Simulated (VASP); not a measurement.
# SnO (Romarchite) (P4/nmm) in VASP: further runs

The runs below take SnO (Romarchite) through single point, with PBEsol.

Everything below comes from runs of VASP 6.6.1. Logs are shortened: lines on timing, memory, paths and dates and some standing lists are left out, and cuts for length are marked.

## (1) The cell of the first run

Symmetry: P4/nmm, No. 129, tetragonal system. Conventional cell: a = 3.799 Å, b = 3.799 Å, c = 4.841 Å, α = 90.00°, β = 90.00°, γ = 90.00°. Within 2.9 Å of Sn (site symmetry 4mm) lie 4 O at 2.22 Å. O (site symmetry -4m2) has 4 Sn at 2.22 Å and 4 O at 2.69 Å within 2.9 Å.

## (2) Single point, PBEsol

File INCAR:

```
SYSTEM = SnO
ALGO = Normal
EDIFF = 1E-6
ENCUT = 910
GGA = PS
GGA_COMPAT = .False.
ISIF = 2
ISMEAR = 0
LASPH = .True.
LCHARG = .True.
LELF = .True.
LREAL = .False.
LVHAR = .True.
LWAVE = .False.
NBANDS = 28
NELM = 120
PREC = Accurate
SIGMA = 0.01
```

File KPOINTS:

```
k-points
0
Gamma
  3 3 3
  0 0 0
```

File POSCAR:

```
SnO
1.0
    3.7986000000      0.0000000000      0.0000000000
    0.0000000000      3.7986000000      0.0000000000
    0.0000000000      0.0000000000      4.8408000000
Sn O
2 2
Direct
    0.5000000000      0.0000000000      0.2369000000
    0.0000000000      0.5000000000      0.7631000000
    0.0000000000      0.0000000000      0.0000000000
    0.5000000000      0.5000000000      0.0000000000
```

Potentials or basis: VASP PAW PBE potentials, release 64 (Sn_d, O_h).

Run with:

```bash
$ cat potpaw_PBE.64/Sn_d/POTCAR potpaw_PBE.64/O_h/POTCAR > POTCAR
$ mpirun -np 1 vasp_std > vasp.out
```

OUTCAR:

```text
SYSTEM = SnO
   EDIFF = 1E-6
   ENCUT = 910
   GGA = PS
   ISIF = 2
   ISMEAR = 0
   LASPH = .True.
   LREAL = .False.
   NELM = 120
   PREC = Accurate

 ion  position               nearest neighbor table
   1  0.500  0.000  0.237-   3 2.22   4 2.22   4 2.22   3 2.22   2 3.53   2 3.53   2 3.53   2 3.53
                             2 3.70   2 3.70   2 3.70   2 3.70
   2  0.000  0.500  0.763-   3 2.22   4 2.22   3 2.22   4 2.22   1 3.53   1 3.53   1 3.53   1 3.53
                             1 3.70   1 3.70   1 3.70   1 3.70
   3  0.000  0.000  0.000-   1 2.22   2 2.22   2 2.22   1 2.22
   4  0.500  0.500  0.000-   1 2.22   2 2.22   1 2.22   2 2.22

  LATTYP: Found a simple tetragonal cell.
 ALAT       =     3.7986000000
 C/A-ratio  =     1.2743642395

  Lattice vectors:

 A1 = (   3.7986000000,   0.0000000000,   0.0000000000)
 A2 = (   0.0000000000,   3.7986000000,   0.0000000000)
 A3 = (   0.0000000000,   0.0000000000,   4.8408000000)

Analysis of symmetry for initial positions (statically):
=====================================================================
 Subroutine PRICEL returns:
 Original cell was already a primitive cell.

 Routine SETGRP: Setting up the symmetry group for a
 simple tetragonal supercell.

 Subroutine GETGRP returns: Found 16 space group operations
 (whereof  8 operations were pure point group operations)
 out of a pool of 16 trial point group operations.

The static configuration has the point symmetry D_2d.
 The point group associated with its full space group is D_4h.

Analysis of symmetry for dynamics (positions and initial velocities):
=====================================================================
 Subroutine PRICEL returns:
 Original cell was already a primitive cell.

 Routine SETGRP: Setting up the symmetry group for a
 simple tetragonal supercell.

 Subroutine GETGRP returns: Found 16 space group operations
 (whereof  8 operations were pure point group operations)
 out of a pool of 16 trial point group operations.

The dynamic configuration has the point symmetry D_2d.
 The point group associated with its full space group is D_4h.

 Subroutine INISYM returns: Found 16 space group operations
 (whereof  8 operations are pure point group operations),
 and found     1 'primitive' translations

----------------------------------------------------------------------------------------

                                     Primitive cell

  volume of cell :      69.8497

  direct lattice vectors                    reciprocal lattice vectors
     3.798600000  0.000000000  0.000000000     0.263254883  0.000000000  0.000000000
     0.000000000  3.798600000  0.000000000     0.000000000  0.263254883  0.000000000
     0.000000000  0.000000000  4.840800000     0.000000000  0.000000000  0.206577425

  length of vectors
     3.798600000  3.798600000  4.840800000     0.263254883  0.263254883  0.206577425

  position of ions in fractional coordinates (direct lattice)
     0.500000000  0.000000000  0.236900000
     0.000000000  0.500000000  0.763100000
     0.000000000  0.000000000  0.000000000
     0.500000000  0.500000000  0.000000000

  ion indices of the primitive-cell ions
   primitive index   ion index
                 1           1
                 2           2
                 3           3
                 4           4

----------------------------------------------------------------------------------------

 KPOINTS: k-points

Automatic generation of k-mesh.
 Grid dimensions read from file:
 generate k-points for:    3    3    3

 Generating k-lattice:

  Cartesian coordinates                     Fractional coordinates (reciprocal lattice)
     0.087751628  0.000000000  0.000000000     0.333333333  0.000000000  0.000000000
     0.000000000  0.087751628  0.000000000     0.000000000  0.333333333  0.000000000
     0.000000000  0.000000000  0.068859142     0.000000000  0.000000000  0.333333333

  Length of vectors
     0.087751628  0.087751628  0.068859142

  Shift w.r.t. Gamma in fractional coordinates (k-lattice)
     0.000000000  0.000000000  0.000000000

 Subroutine IBZKPT returns following result:
 ===========================================

 Found      6 irreducible k-points:

 Following reciprocal coordinates:
            Coordinates               Weight
  0.000000  0.000000  0.000000      1.000000
  0.333333  0.000000  0.000000      4.000000
  0.333333  0.333333  0.000000      4.000000
  0.000000  0.000000  0.333333      2.000000
  0.333333  0.000000  0.333333      8.000000
  0.333333  0.333333  0.333333      8.000000
   k-points           NKPTS =      6   k-points in BZ     NKDIM =      6   number of bands    NBANDS=     28
   number of dos      NEDOS =    301   number of ions     NIONS =      4
   total plane-waves  NPLWV =  76800
   dimension x,y,z NGX =    40 NGY =   40 NGZ =   48
   dimension x,y,z NGXF=    80 NGYF=   80 NGZF=   96
   ions per type =               2   2
   NGX,Y,Z   is equivalent  to a cutoff of  17.51, 17.51, 16.48 a.u.
   NGXF,Y,Z  is equivalent  to a cutoff of  35.01, 35.01, 32.97 a.u.
 SYSTEM =  SnO
   PREC   = accura    normal or accurate (medium, high low for compatibility)
   ISTART =      0    job   : 0-new  1-cont  2-samecut
   ICHARG =      2    charge: 1-file 2-atom 10-const
   ISPIN  =      1    spin polarized calculation?
   LNONCOLLINEAR =      F non collinear calculations
   LSORBIT =      F    spin-orbit coupling
   LASPH  =      T    aspherical Exc in radial PAW
   ENCUT  =  910.0 eV  66.88 Ry    8.18 a.u.   9.34  9.34 11.91*2*pi/ulx,y,z
   NELM   =    120;   NELMIN=  2; NELMDL= -5     # of ELM steps
   EDIFF  = 0.1E-05   stopping-criterion for ELM
   LREAL  =      F    real-space projection
   EDIFFG = 0.1E-04   stopping-criterion for IOM
   NSW    =      0    number of steps for IOM
   IBRION =     -1    ionic relax: 0-MD 1-quasi-New 2-CG
   NFREE  =      0    steps in history (QN), initial steepest desc. (CG)
   ISIF   =      2    stress and relaxation
   ISYM   =      2    0-nonsym 1-usesym 2-fastsym
   POTIM  = 0.5000    time-step for ionic-motion
   TEBEG  =    0.0;   TEEND  =   0.0 temperature during run
   PSTRESS=    0.0 pullay stress
   NELECT =      40.0000    total number of electrons
   NUPDOWN=      -1.0000    fix difference up-down
   EMIN   =  10.00;   EMAX   =-10.00  energy-range for DOS
   EFERMI =   0.00;   METHOD = LEGACY
   ISMEAR =     0;   SIGMA  =   0.01  broadening in eV -4-tet -1-fermi 0-gaus
   EFERMI_NEDOS =   21; number of points for ismear=-14 and -15
   IALGO  =     38    algorithm
   IMIX   =      4    mixing-type and parameters
     AMIX     =   0.40;   BMIX     =  1.00
     AMIX_MAG =   1.60;   BMIX_MAG =  1.00
  volume/ion in A,a.u.               =      17.46       117.84
  Fermi-wavevector in a.u.,A,eV,Ry     =   1.359482  2.569048 25.146163  1.848191
  Thomas-Fermi vector in A             =   2.486226
   LORBIT       =      0    0 simple, 1 ext, 2 COOP (PROOUT), +10 PAW based schemes
   GGA     = PS    functional components
   LHFCALC =     F    Hartree Fock is set to
   AEXX    =    0.0000 exact exchange contribution
   IVDW    =     0    specifies the selected vdW correction
   LEPSILON=     F    determine dielectric tensor
   LRPA    =     F    only Hartree local field effects (RPA)
 non-spin polarized calculation
 Gauss-broadening in eV      SIGMA  =   0.01
  energy-cutoff  :      910.00
  volume of cell :       69.85
 maximum number of plane-waves:      4376
 NGX is ok and might be reduce to    40
   NGX = 19   NGY = 19   NGZ = 23

 number of electron      39.9999998 magnetization

 Free energy of the ion-electron system (eV)
  ---------------------------------------------------
  ext. energy  EPLUGINS =         0.00000000
  ---------------------------------------------------
  free energy    TOTEN  =       -24.24053750 eV

  energy without entropy =      -24.24053750  energy(sigma->0) =      -24.24053750

 E-fermi :   7.3329     XC(G=0): -10.5012

 val. band max:        7.2702195777   @ k =   0.0000   0.0000   0.0000
 cond. band min:       8.3191649093   @ k =   0.3333   0.3333   0.0000
 fundamental gap:      1.0489453316
 Fermi energy:         7.3328940170

 k-point     1 :       0.0000    0.0000    0.0000
  band No.  band energies     occupation
      1     -14.6672      2.00000
      2     -14.1976      2.00000
      3     -14.1976      2.00000
      4     -14.1957      2.00000
      5     -14.1466      2.00000
      6     -14.1400      2.00000
[... 20 lines left out ...]
     27      14.0140      0.00000
     28      14.3905      0.00000

 k-point     2 :       0.3333    0.0000    0.0000
  band No.  band energies     occupation
      1     -14.6112      2.00000
      2     -14.4001      2.00000
      3     -14.1751      2.00000
      4     -14.1750      2.00000
      5     -14.1553      2.00000
      6     -14.1546      2.00000
[... 20 lines left out ...]
     27      14.7961      0.00000
     28      17.4849      0.00000

 k-point     3 :       0.3333    0.3333    0.0000
  band No.  band energies     occupation
      1     -14.6135      2.00000
      2     -14.5273      2.00000
      3     -14.1675      2.00000
      4     -14.1608      2.00000
      5     -14.1579      2.00000
      6     -14.1457      2.00000
[... 20 lines left out ...]
     27      14.2292      0.00000
     28      15.4631      0.00000

 k-point     4 :       0.0000    0.0000    0.3333
  band No.  band energies     occupation
      1     -14.6546      2.00000
      2     -14.2085      2.00000
      3     -14.1757      2.00000
      4     -14.1757      2.00000
      5     -14.1356      2.00000
      6     -14.1280      2.00000
[... 20 lines left out ...]
     27      14.9552      0.00000
     28      15.0890      0.00000

 k-point     5 :       0.3333    0.0000    0.3333
  band No.  band energies     occupation
      1     -14.6122      2.00000
      2     -14.4213      2.00000
      3     -14.1903      2.00000
      4     -14.1686      2.00000
      5     -14.1607      2.00000
      6     -14.1568      2.00000
[... 20 lines left out ...]
     27      15.6177      0.00000
     28      17.4748      0.00000

 k-point     6 :       0.3333    0.3333    0.3333
  band No.  band energies     occupation
      1     -14.6033      2.00000
      2     -14.5203      2.00000
      3     -14.1693      2.00000
      4     -14.1572      2.00000
      5     -14.1505      2.00000
      6     -14.1459      2.00000
[... 20 lines left out ...]
     27      15.8040      0.00000
     28      16.4987      0.00000

------------------------ aborting loop because EDIFF is reached ----------------------------------------

  FORCE on cell =-STRESS in cart. coord.  units (eV):
  Direction    XX          YY          ZZ          XY          YZ          ZX
  --------------------------------------------------------------------------------------
  -------------------------------------------------------------------------------------
  Total        0.3048934      0.3048934     -0.0473176      0.0000000      0.0000000      0.0000000
  in kB        6.9934961      6.9934961     -1.0853489      0.0000000      0.0000000      0.0000000
  external PRESSURE =       4.3005478 kB  Pullay stress =       0.0000000 kB

 VOLUME and BASIS-vectors are now :
 -----------------------------------------------------------------------------
  energy-cutoff  :      910.00
  volume of cell :       69.85
      direct lattice vectors                 reciprocal lattice vectors
     3.798600000  0.000000000  0.000000000     0.263254883  0.000000000  0.000000000
     0.000000000  3.798600000  0.000000000     0.000000000  0.263254883  0.000000000
     0.000000000  0.000000000  4.840800000     0.000000000  0.000000000  0.206577425

 POSITION                                       TOTAL-FORCE (eV/Angst)
 -----------------------------------------------------------------------------------
      1.89930      0.00000      1.14679         0.000000      0.000000      0.355598
      0.00000      1.89930      3.69401         0.000000     -0.000000     -0.355598
      0.00000      0.00000      0.00000         0.000000      0.000000      0.000000
      1.89930      1.89930      0.00000        -0.000000     -0.000000      0.000000
 -----------------------------------------------------------------------------------
    total drift:                               -0.000000      0.000000      0.000000

  FREE ENERGIE OF THE ION-ELECTRON SYSTEM (eV)
  ---------------------------------------------------
  free  energy   TOTEN  =       -24.2405375021 eV

  energy  without entropy=      -24.2405375021  energy(sigma->0) =      -24.24053750
```

It took 42 s on 1 thread of Intel Xeon Platinum 8259CL at 2.50GHz (Skylake/Cascade Lake), shared host; peak memory 0.26 GiB.

What came out:

| Property | Result |
| --- | --- |
| Free energy | -24.2405 eV |
| Pressure | 0.4 GPa |
| Largest force | 0.356 eV/Å |
| Band gap on the k mesh | 1.05 eV, indirect (least direct gap 2.04 eV) |

Forces on the atoms (eV/Å):
```
Sn   0.000  0.000  0.356
Sn   0.000  0.000 -0.356
O    0.000  0.000  0.000
O    0.000  0.000  0.000
```

Caveat: the k points lie up to 0.55 Å⁻¹ apart; the cutoff is under 1.25 times the usual one of these potentials, so pressure, stress and relaxed cells hold a basis-set (Pulay) error; the PAW data sets were made with another functional, which shifts forces and pressure a little; spin-orbit coupling is left out, which moves the levels of the heavy elements. A k mesh can miss the band edges.

## (3) Single point, PBEsol

File INCAR:

```
SYSTEM = SnO
PREC = Accurate ; ENCUT = 910
EDIFF = 1E-6 ; ISMEAR = 0
SIGMA = 0.01 ; LREAL = .FALSE.
LASPH = .TRUE. ; NELM = 120
ALGO = Normal ; ISIF = 2
LWAVE = .FALSE. ; LCHARG = .FALSE.
GGA = PS ; NBANDS = 28
GGA_COMPAT = .FALSE.
```

File KPOINTS:

```
regular mesh
0
G
  5 5 4
  0 0 0
```

POSCAR is that of step 2.

Potentials or basis: VASP PAW PBE potentials, release 64 (Sn_d, O_h).

Run with:

```bash
$ cat potpaw_PBE.64/Sn_d/POTCAR potpaw_PBE.64/O_h/POTCAR > POTCAR
$ mpirun -np 1 vasp_std > vasp.out
```

Wall time 48 s (1 thread of Intel Xeon Platinum 8488C (Sapphire Rapids), shared host); peak memory 0.29 GiB.

It converged, with:

```yaml
Free_energy: -24.2188 eV
Pressure: 0.7 GPa
Largest_force: 0.275 eV/Å
Band_gap_on_the_k_mesh: 0.47 eV, indirect (least direct gap 2.04 eV)
```

Forces on the atoms (eV/Å):
```
Sn   0.000  0.000  0.275
Sn   0.000  0.000 -0.275
O    0.000  0.000  0.000
O    0.000  0.000  0.000
```

Stress tensor (GPa, compression positive):
```
0.84 0.00 0.00
0.00 0.84 0.00
0.00 0.00 0.48
```

Levels at points of the mesh, in eV from the valence-band top:
```tsv
k point	band 17	band 18	band 19	band 20	band 21	band 22	band 23	band 24
(0.00, 0.00, 0.00)	-3.53	-3.24	-3.24	0.00	2.04	4.23	4.71	4.71
(0.00, 0.00, 0.50)	-3.25	-3.25	-3.13	-2.24	1.56	2.94	2.94	3.65
```

Caveat: the cutoff is under 1.25 times the usual one of these potentials, so pressure, stress and relaxed cells hold a basis-set (Pulay) error; the PAW data sets were made with another functional, which shifts forces and pressure a little; spin-orbit coupling is left out, which moves the levels of the heavy elements.
